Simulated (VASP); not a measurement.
# BN (I-4m2) in VASP: a series of runs, part 2 of 2

VASP 6.6.1. The steps go on from the part before.

## Step 3: Electric field gradients, LDA (equal xx and yy strain of -2 %)

File INCAR:

```
PREC = Accurate
ENCUT = 520
EDIFF = 1E-8
ISMEAR = -1
SIGMA = 0.02
LREAL = False
LASPH = True
NELM = 80
ALGO = Normal
ISIF = 2
LWAVE = False
LCHARG = False
GGA = CA
LEFG = True
NBANDS = 11
```

File KPOINTS:

```
Automatic mesh
0
Gamma
  11 11 11
```

File POSCAR:

```
BN
1.0
    0.0000000000      1.7713500000      1.8075000000
    1.7713500000      0.0000000000      1.8075000000
    1.7713500000      1.7713500000      0.0000000000
B N
1 1
Direct
    0.0000000000      0.0000000000      0.0000000000
    0.7500000000      0.7500000000      0.7500000000
```

Potentials or basis: VASP PAW LDA potentials, release 64 (B, N).

On the command line:

```console
$ cat potpaw_LDA.64/B/POTCAR potpaw_LDA.64/N/POTCAR > POTCAR
$ mpirun -np 1 vasp_std > vasp.out
```

OUTCAR:

```text
PREC = Accurate
   ENCUT = 520
   EDIFF = 1E-8
   ISMEAR = -1
   LREAL = False
   LASPH = True
   NELM = 80
   ISIF = 2
   GGA = CA

 ion  position               nearest neighbor table
   1  0.000  0.000  0.000-   2 1.54   2 1.54   2 1.54   2 1.54
   2  0.750  0.750  0.750-   1 1.54   1 1.54   1 1.54   1 1.54

  LATTYP: Found a body centered tetragonal cell.
 ALAT       =     2.5050671937
 C/A-ratio  =     1.4430750636

  Lattice vectors:

 A1 = (  -1.7713500000,   0.0000000000,   1.8075000000)
 A2 = (   1.7713500000,   0.0000000000,   1.8075000000)
 A3 = (   0.0000000000,   1.7713500000,  -1.8075000000)

Analysis of symmetry for initial positions (statically):
=====================================================================
 Subroutine PRICEL returns:
 Original cell was already a primitive cell.

 Routine SETGRP: Setting up the symmetry group for a
 body centered tetragonal supercell.

 Subroutine GETGRP returns: Found  8 space group operations
 (whereof  8 operations were pure point group operations)
 out of a pool of 16 trial point group operations.

The static configuration has the point symmetry D_2d.

Analysis of symmetry for dynamics (positions and initial velocities):
=====================================================================
 Subroutine PRICEL returns:
 Original cell was already a primitive cell.

 Routine SETGRP: Setting up the symmetry group for a
 body centered tetragonal supercell.

 Subroutine GETGRP returns: Found  8 space group operations
 (whereof  8 operations were pure point group operations)
 out of a pool of 16 trial point group operations.

The dynamic configuration has the point symmetry D_2d.

[... 160 lines left out ...]
      7      16.8777      0.00000
      8      19.0049      0.00000
      9      33.1667      0.00000
     10      35.5922      0.00000
     11      35.8280      0.00000
[... 309 lines left out ...]
 k-point    24 :      -0.1818    0.1818    0.0000
  band No.  band energies     occupation
      1     -10.4573      2.00000
      2       2.1596      2.00000
      3       3.8836      2.00000
      4       6.9635      2.00000
      5      18.6016      0.00000
      6      18.9315      0.00000
      7      19.1614      0.00000
      8      21.7851      0.00000
      9      29.5352      0.00000
     10      30.5715      0.00000
     11      35.5468      0.00000

 [... further k-points ...]
[... 5 lines left out ...]
  --------------------------------------------------------------------------------------
  -------------------------------------------------------------------------------------
  Total        0.7259076      0.7259076     -0.2141147      0.0000000      0.0000000     -0.0000000
  in kB      102.5356391    102.5356391    -30.2440506      0.0000000      0.0000000     -0.0000000
  external PRESSURE =      58.2757425 kB  Pullay stress =       0.0000000 kB

 VOLUME and BASIS-vectors are now :
 -----------------------------------------------------------------------------
  energy-cutoff  :      520.00
  volume of cell :       11.34
      direct lattice vectors                 reciprocal lattice vectors
     0.000000000  1.771350000  1.807500000    -0.282270585  0.282270585  0.276625173
     1.771350000  0.000000000  1.807500000     0.282270585 -0.282270585  0.276625173
     1.771350000  1.771350000  0.000000000     0.282270585  0.282270585 -0.276625173

 POSITION                                       TOTAL-FORCE (eV/Angst)
 -----------------------------------------------------------------------------------
      0.00000      0.00000      0.00000        -0.000000     -0.000000      0.000000
      2.65702      2.65702      2.71125         0.000000      0.000000     -0.000000
 -----------------------------------------------------------------------------------
    total drift:                               -0.000001     -0.000001      0.000001

  FREE ENERGIE OF THE ION-ELECTRON SYSTEM (eV)
  ---------------------------------------------------
  free  energy   TOTEN  =       -19.4045011426 eV

  energy  without entropy=      -19.4045011426  energy(sigma->0) =      -19.40450114

 Electric field gradients (V/A^2)
---------------------------------------------------------------------
 ion       V_xx      V_yy      V_zz      V_xy      V_xz      V_yz
---------------------------------------------------------------------
   1       0.350     0.350    -0.699     0.000     0.000     0.000
   2      -1.676    -1.676     3.352    -0.000    -0.000    -0.000
---------------------------------------------------------------------

 Electric field gradients after diagonalization (V/A^2)
 (convention: |V_zz| > |V_xx| > |V_yy|)
----------------------------------------------------------------------
 ion       V_xx      V_yy      V_zz     asymmetry (V_yy - V_xx)/ V_zz
----------------------------------------------------------------------
   1       0.350     0.350    -0.699       0.000
   2      -1.676    -1.676     3.352       0.000
----------------------------------------------------------------------

           NMR quadrupolar parameters

 Cq : quadrupolar parameter    Cq=e*Q*V_zz/h
 eta: asymmetry parameters     (V_yy - V_xx)/ V_zz
 Q  : nuclear electric quadrupole moment in mb (millibarn)
----------------------------------------------------------------------
 ion       Cq(MHz)       eta       Q (mb)
----------------------------------------------------------------------
   1      -0.002       0.000       1.000
   2       0.008       0.000       1.000
----------------------------------------------------------------------
```

OSZICAR:

```text
N       E                     dE             d eps       ncg     rms          rms(c)
DAV:   1     0.747647099339E+01    0.74765E+01   -0.49705E+03  2868   0.719E+02
DAV:   2    -0.201692972023E+02   -0.27646E+02   -0.26524E+02  3252   0.153E+02
DAV:   3    -0.206110895920E+02   -0.44179E+00   -0.44096E+00  3249   0.160E+01
DAV:   4    -0.206115148846E+02   -0.42529E-03   -0.42529E-03  3000   0.623E-01
DAV:   5    -0.206115152625E+02   -0.37785E-06   -0.37782E-06  3183   0.175E-02    0.673E+00
DAV:   6    -0.195608568247E+02    0.10507E+01   -0.32142E+00  2781   0.103E+01    0.321E+00
DAV:   7    -0.194374202408E+02    0.12344E+00   -0.98714E-02  3159   0.252E+00    0.182E+00
DAV:   8    -0.194046686305E+02    0.32752E-01   -0.46689E-02  3075   0.148E+00    0.193E-01
DAV:   9    -0.194045166651E+02    0.15197E-03   -0.88760E-04  2997   0.264E-01    0.853E-02
DAV:  10    -0.194045007182E+02    0.15947E-04   -0.42752E-05  3135   0.610E-02    0.148E-02
DAV:  11    -0.194045011758E+02   -0.45762E-06   -0.10778E-06  3093   0.744E-03    0.629E-03
DAV:  12    -0.194045011420E+02    0.33891E-07   -0.32741E-07  3051   0.335E-03    0.164E-04
DAV:  13    -0.194045011426E+02   -0.64915E-09   -0.47956E-09  1578   0.644E-04
   1 F= -.19404501E+02 E0= -.19404501E+02  d E =-.259758E-11
```

stdout:

```text
POSCAR found type information on POSCAR B N
 POSCAR found :  2 types and       2 ions
 scaLAPACK will be used
 LDA part: xc-table for (Slater(with rela. corr.)+CA(PZ))
 , standard interpolation
 POSCAR, INCAR and KPOINTS ok, starting setup
 FFT: planning ... GRIDC
 FFT: planning ... GRID_SOFT
 FFT: planning ... GRID
 WAVECAR not read
 entering main loop
ion   1

ion   2
```

It took 15 s on 1 thread of Intel Xeon Platinum 8488C (Sapphire Rapids), shared host; peak memory 0.12 GiB.

Results:

| Item | Value |
| --- | --- |
| Free energy | -19.4045 eV |
| Pressure | 5.8 GPa |
| Band gap on the k mesh | 4.31 eV, indirect (least direct gap 8.76 eV) |

Electric field gradients, principal values (V/Å²):
| atom | least | middle | greatest (by size) |
| --- | --- | --- | --- |
| 1 B | 0.350 | 0.350 | -0.699 |
| 2 N | -1.676 | -1.676 | 3.352 |

Caveat: the cell differs from its parent crystal (equal xx and yy strain of -2 %); without QUAD_EFG the Cq values of the log hold for a quadrupole moment of 1 mb, not for the nuclei. A k mesh can miss the band edges.

## Step 4: Electric field gradients, LDA (equal xx and yy strain of +1 %)

File INCAR:

```
SYSTEM = BN
PREC = Accurate
ENCUT = 520
EDIFF = 1E-8
ISMEAR = -1
SIGMA = 0.02
LREAL = .FALSE.
LASPH = .TRUE.
NELM = 100
ALGO = Normal
ISIF = 2
LWAVE = .FALSE.
LCHARG = .FALSE.
GGA = CA
LEFG = .TRUE.
NBANDS = 11
```

File KPOINTS:

```
Automatic mesh
0
G
  11 11 11
  0 0 0
```

File POSCAR:

```
BN
1.0
    0.0000000000      1.8255750000      1.8075000000
    1.8255750000      0.0000000000      1.8075000000
    1.8255750000      1.8255750000      0.0000000000
B N
1 1
Direct
    0.0000000000      0.0000000000      0.0000000000
    0.7500000000      0.7500000000      0.7500000000
```

Potentials or basis: VASP PAW LDA potentials, release 64 (B, N).

On the command line:

```console
$ cat potpaw_LDA.64/B/POTCAR potpaw_LDA.64/N/POTCAR > POTCAR
$ mpirun -np 1 vasp_std > vasp.out
```

OUTCAR:

```text
SYSTEM = BN
   PREC = Accurate
   ENCUT = 520
   EDIFF = 1E-8
   ISMEAR = -1
   LREAL = .FALSE.
   LASPH = .TRUE.
   NELM = 100
   ISIF = 2
   GGA = CA

 ion  position               nearest neighbor table
   1  0.000  0.000  0.000-   2 1.58   2 1.58   2 1.58   2 1.58
   2  0.750  0.750  0.750-   1 1.58   1 1.58   1 1.58   1 1.58

  LATTYP: Found a body centered tetragonal cell.
 ALAT       =     2.5817529241
 C/A-ratio  =     1.4002114479

  Lattice vectors:

 A1 = (   0.0000000000,  -1.8255750000,  -1.8075000000)
[... 549 lines left out ...]
  free  energy   TOTEN  =       -19.3831965052 eV

  energy  without entropy=      -19.3831965052  energy(sigma->0) =      -19.38319651

 Electric field gradients (V/A^2)
---------------------------------------------------------------------
 ion       V_xx      V_yy      V_zz      V_xy      V_xz      V_yz
---------------------------------------------------------------------
   1      -0.176    -0.176     0.351     0.000     0.000     0.000
   2       0.787     0.787    -1.573    -0.000    -0.001    -0.001
---------------------------------------------------------------------

 Electric field gradients after diagonalization (V/A^2)
 (convention: |V_zz| > |V_xx| > |V_yy|)
----------------------------------------------------------------------
 ion       V_xx      V_yy      V_zz     asymmetry (V_yy - V_xx)/ V_zz
----------------------------------------------------------------------
   1      -0.176    -0.176     0.351       0.000
   2       0.787     0.786    -1.573       0.001
----------------------------------------------------------------------

           NMR quadrupolar parameters

 Cq : quadrupolar parameter    Cq=e*Q*V_zz/h
 eta: asymmetry parameters     (V_yy - V_xx)/ V_zz
 Q  : nuclear electric quadrupole moment in mb (millibarn)
----------------------------------------------------------------------
 ion       Cq(MHz)       eta       Q (mb)
----------------------------------------------------------------------
   1       0.001       0.000       1.000
   2      -0.004       0.001       1.000
----------------------------------------------------------------------
```

OSZICAR:

```text
N       E                     dE             d eps       ncg     rms          rms(c)
DAV:   1     0.710697024541E+01    0.71070E+01   -0.49500E+03  2860   0.711E+02
DAV:   2    -0.200453073017E+02   -0.27152E+02   -0.26428E+02  3304   0.151E+02
DAV:   3    -0.204775215438E+02   -0.43221E+00   -0.43150E+00  3237   0.158E+01
DAV:   4    -0.204779421835E+02   -0.42064E-03   -0.42063E-03  2985   0.625E-01
DAV:   5    -0.204779426046E+02   -0.42113E-06   -0.42109E-06  3237   0.185E-02    0.640E+00
DAV:   6    -0.195155747386E+02    0.96237E+00   -0.32849E+00  2775   0.101E+01    0.302E+00
DAV:   7    -0.194144736878E+02    0.10110E+00   -0.73980E-02  3150   0.225E+00    0.175E+00
DAV:   8    -0.193833705364E+02    0.31103E-01   -0.43264E-02  3024   0.141E+00    0.167E-01
DAV:   9    -0.193832127657E+02    0.15777E-03   -0.94791E-04  3048   0.259E-01    0.809E-02
DAV:  10    -0.193831960524E+02    0.16713E-04   -0.49006E-05  3083   0.639E-02    0.143E-02
DAV:  11    -0.193831965422E+02   -0.48979E-06   -0.12085E-06  3096   0.773E-03    0.639E-03
DAV:  12    -0.193831965045E+02    0.37684E-07   -0.37615E-07  3015   0.349E-03    0.148E-04
DAV:  13    -0.193831965052E+02   -0.66825E-09   -0.54529E-09  1593   0.677E-04
   1 F= -.19383197E+02 E0= -.19383197E+02  d E =-.171068E-10
```

Wall time 12 s (1 thread of Intel Xeon Platinum 8488C (Sapphire Rapids), shared host); peak memory 0.12 GiB.

What came out:

```
Free energy            : -19.3832 eV
Pressure               : -17.1 GPa
Band gap on the k mesh : 4.25 eV, indirect (least direct gap 8.48 eV)
```

Electric field gradients, principal values (V/Å²):
```csv
atom,least,middle,greatest (by size)
1 B,-0.176,-0.176,0.351
2 N,0.786,0.787,-1.573
```

Caveat: the cell differs from its parent crystal (equal xx and yy strain of +1 %); without QUAD_EFG the Cq values of the log hold for a quadrupole moment of 1 mb, not for the nuclei. A k mesh can miss the band edges.
